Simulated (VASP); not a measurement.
# CsBa (P4/mmm) in VASP: relaxation of cell and atoms with PBE

Aim: the relaxation of cell and atoms of CsBa with PBE.

Program: VASP 6.6.1. These are calculated values, not measurements. Logs are shortened: lines on timing, memory, paths and dates and some standing lists are left out, and cuts for length are marked.

**1. The cell of the first run**

It takes space group P4/mmm (No. 123, tetragonal). Conventional cell: a = 4.474 Å, b = 4.474 Å, c = 7.755 Å, α = 90.00°, β = 90.00°, γ = 90.00°. Cs (site symmetry 4/mmm) has 4 Cs at 4.47 Å and 8 Ba at 5.00 Å within 5.9 Å. Within 5.9 Å of Ba (site symmetry 4/mmm) lie 4 Ba at 4.47 Å and 8 Cs at 5.00 Å.

**2. Relaxation of cell and atoms, PBE**

INCAR reads:

```
SYSTEM = CsBa
ALGO     = Fast           ! electronic algorithm
EDIFF    = 1E-6           ! SCF threshold, eV
EDIFFG   = -0.01          ! ionic threshold
ENCUT    = 600            ! plane-wave cutoff, eV
GGA      = PE             ! functional
IBRION   = 2              ! ionic algorithm
ISIF     = 3              ! what is computed and relaxed
ISMEAR   = 0              ! smearing method
LASPH    = .True.         ! aspherical terms in the spheres
LCHARG   = .False.        ! write CHGCAR
LREAL    = .False.        ! projectors in reciprocal space
LWAVE    = .False.        ! write WAVECAR
NELM     = 60             ! most SCF steps
NSW      = 100            ! ionic steps
PREC     = Accurate       ! precision mode
SIGMA    = 0.1            ! smearing width, eV
```

KPOINTS reads:

```
k-points
0
Gamma
  12 12 8
  0 0 0
```

POSCAR reads:

```
CsBa
1.0
    4.4741538445      0.0000000000      0.0000000000
    0.0000000000      4.4741538445      0.0000000000
    0.0000000000      0.0000000000      7.7552292294
Cs Ba
1 1
Direct
    0.5000000000      0.5000000000      0.5000000000
    0.0000000000      0.0000000000      0.0000000000
```

Potentials or basis: VASP PAW PBE potentials, release 64 (Cs_sv, Ba_sv).

On the command line:

```bash
cat potpaw_PBE.64/Cs_sv/POTCAR potpaw_PBE.64/Ba_sv/POTCAR > POTCAR
mpirun -np 1 vasp_std > vasp.out
```

OUTCAR:

```text
SYSTEM = CsBa
   EDIFF = 1E-6
   EDIFFG = -0.01
   ENCUT = 600
   GGA = PE
   IBRION = 2
   ISIF = 3
   ISMEAR = 0
   LASPH = .True.
   LREAL = .False.
   NELM = 60
   NSW = 100
   PREC = Accurate

 ion  position               nearest neighbor table
   1  0.500  0.500  0.500-
   2  0.000  0.000  0.000-

  LATTYP: Found a simple tetragonal cell.
 ALAT       =     4.4741538445
 C/A-ratio  =     1.7333398669

  Lattice vectors:

 A1 = (   4.4741538445,   0.0000000000,   0.0000000000)
 A2 = (   0.0000000000,   4.4741538445,   0.0000000000)
 A3 = (   0.0000000000,   0.0000000000,   7.7552292294)

Analysis of symmetry for initial positions (statically):
=====================================================================
 Subroutine PRICEL returns:
 Original cell was already a primitive cell.

 Routine SETGRP: Setting up the symmetry group for a
 simple tetragonal supercell.

 Subroutine GETGRP returns: Found 16 space group operations
 (whereof 16 operations were pure point group operations)
 out of a pool of 16 trial point group operations.

The static configuration has the point symmetry D_4h.

Analysis of symmetry for dynamics (positions and initial velocities):
=====================================================================
 Subroutine PRICEL returns:
 Original cell was already a primitive cell.

 Routine SETGRP: Setting up the symmetry group for a
 simple tetragonal supercell.

 Subroutine GETGRP returns: Found 16 space group operations
 (whereof 16 operations were pure point group operations)
 out of a pool of 16 trial point group operations.

The dynamic configuration has the point symmetry D_4h.

 Subroutine INISYM returns: Found 16 space group operations
 (whereof 16 operations are pure point group operations),
 and found     1 'primitive' translations

----------------------------------------------------------------------------------------

                                     Primitive cell

  volume of cell :     155.2446

  direct lattice vectors                    reciprocal lattice vectors
     4.474153844  0.000000000  0.000000000     0.223505949  0.000000000  0.000000000
     0.000000000  4.474153844  0.000000000     0.000000000  0.223505949  0.000000000
     0.000000000  0.000000000  7.755229229     0.000000000  0.000000000  0.128945254

  length of vectors
     4.474153844  4.474153844  7.755229229     0.223505949  0.223505949  0.128945254

[... 102 lines left out ...]
  Fermi-wavevector in a.u.,A,eV,Ry     =   0.812807  1.535982  8.988751  0.660655
  Thomas-Fermi vector in A             =   1.922417
   LORBIT       =      0    0 simple, 1 ext, 2 COOP (PROOUT), +10 PAW based schemes
   GGA     = PE    functional components
   LHFCALC =     F    Hartree Fock is set to
   AEXX    =    0.0000 exact exchange contribution
   IVDW    =     0    specifies the selected vdW correction
   LEPSILON=     F    determine dielectric tensor
   LRPA    =     F    only Hartree local field effects (RPA)
 conjugate gradient relaxation of ions
 non-spin polarized calculation
 RMM-DIIS sequential band-by-band and
 Gauss-broadening in eV      SIGMA  =   0.10
  energy-cutoff  :      600.00
  volume of cell :      155.24
 maximum number of plane-waves:      5240
 NGX is ok and might be reduce to    36
   NGX = 17   NGY = 17   NGZ = 31

--------------------------------------- Ionic step        1  -------------------------------------------

 number of electron      18.9999999 magnetization

 Free energy of the ion-electron system (eV)
  ---------------------------------------------------
  ext. energy  EPLUGINS =         0.00000000
  ---------------------------------------------------
  free energy    TOTEN  =        -2.38581630 eV

  energy without entropy =       -2.37146529  energy(sigma->0) =       -2.37864079

------------------------ aborting loop because EDIFF is reached ----------------------------------------

  FORCE on cell =-STRESS in cart. coord.  units (eV):
  Direction    XX          YY          ZZ          XY          YZ          ZX
  --------------------------------------------------------------------------------------
  -------------------------------------------------------------------------------------
  Total        0.3399158      0.3399158      0.2253893      0.0000000     -0.0000000      0.0000000
  in kB        3.5080475      3.5080475      2.3260948      0.0000000     -0.0000000      0.0000000
  external PRESSURE =       3.1140633 kB  Pullay stress =       0.0000000 kB
[... 203 lines left out ...]
--------------------------------------- Ionic step        7  -------------------------------------------

 number of electron      19.0000001 magnetization

 Free energy of the ion-electron system (eV)
  ---------------------------------------------------
  ext. energy  EPLUGINS =         0.00000000
  ---------------------------------------------------
  free energy    TOTEN  =        -2.39611160 eV

  energy without entropy =       -2.38156345  energy(sigma->0) =       -2.38883752

 E-fermi :   1.0502     XC(G=0):  -6.4474

 val. band max:        1.0447152891   @ k =   0.5000   0.2500   0.5000
 cond. band min:       1.0586028839   @ k =   0.5000   0.4167   0.1250
 fundamental gap:      0.0138875948
 Fermi energy:         1.0502176149

 k-point     1 :       0.0000    0.0000    0.0000
  band No.  band energies     occupation
      1     -28.5558      2.00000
      2     -22.3079      2.00000
      3     -13.7434      2.00000
      4     -13.5827      2.00000
      5     -13.5827      2.00000
      6      -9.1102      2.00000
      7      -8.9986      2.00000
      8      -8.9986      2.00000
      9      -1.2382      2.00000
     10       0.6176      2.00000
     11       1.3460      0.00003
     12       2.0269      0.00000
     13       3.1207      0.00000
[... 354 lines left out ...]
  band No.  band energies     occupation
      1     -28.5414      2.00000
      2     -22.2743      2.00000
      3     -13.7297      2.00000
      4     -13.7121      2.00000
      5     -13.6958      2.00000
      6      -9.2968      2.00000
      7      -9.2268      2.00000
      8      -9.0374      2.00000
      9       0.7015      2.00000
     10       1.1196      0.32680
     11       1.4240      0.00000
     12       1.5804      0.00000
     13       2.5112      0.00000

 [... further k-points ...]

------------------------ aborting loop because EDIFF is reached ----------------------------------------

  FORCE on cell =-STRESS in cart. coord.  units (eV):
  Direction    XX          YY          ZZ          XY          YZ          ZX
  --------------------------------------------------------------------------------------
  -------------------------------------------------------------------------------------
  Total       -0.0036170     -0.0036170     -0.0165295      0.0000000      0.0000000     -0.0000000
  in kB       -0.0349533     -0.0349533     -0.1597346      0.0000000      0.0000000     -0.0000000
  external PRESSURE =      -0.0765471 kB  Pullay stress =       0.0000000 kB
[... 17 lines left out ...]
  FREE ENERGIE OF THE ION-ELECTRON SYSTEM (eV)
  ---------------------------------------------------
  free  energy   TOTEN  =        -2.3961115960 eV

  energy  without entropy=       -2.3815634455  energy(sigma->0) =       -2.38883752

 reached required accuracy - stopping structural energy minimisation
```

Run time: 37 min. Hardware: 1 thread of Intel Xeon 8259CL, shared host; peak memory 0.61 GiB.

Results:

- Free energy: -2.3961 eV
- Relaxed volume: 82.90 Å³/atom
- Relaxed cell: a = 4.599 Å, b = 4.599 Å, c = 7.839 Å, α = 90.00°, β = 90.00°, γ = 90.00°
- Space group after relaxing (to 0.1 Å): P4/mmm (No. 123)
- Energy gained by relaxing: 5.1 meV/atom
- Ionic steps: 7
- Pressure after relaxing: 0.0 GPa
- Band gap on the k mesh: zero (an odd number of electrons rules out a gap without spin polarisation)

The path:
```
step  energy change (eV)  largest force (eV/Å)  pressure (GPa)  volume (Å³)
   1              0.0000                0.0000            0.31       155.24
   2             -0.0056                0.0000            0.20       158.66
   3             -0.0100                0.0000           -0.03       166.83
   4             -0.0101                0.0000            0.00       165.74
   5             -0.0101                0.0000           -0.01       165.95
   6             -0.0102                0.0000           -0.01       165.92
   7             -0.0103                0.0000           -0.01       165.80
```

Final structure:
```
Cs Ba
1.0
     4.59904    0.00000    0.00000
     0.00000    4.59904    0.00000
     0.00000    0.00000    7.83860
Cs Ba
1 1
Direct
  0.50000 0.50000 0.50000
  0.00000 0.00000 0.00000
```

Caveat: spin-orbit coupling is left out, which moves the levels of the heavy elements.
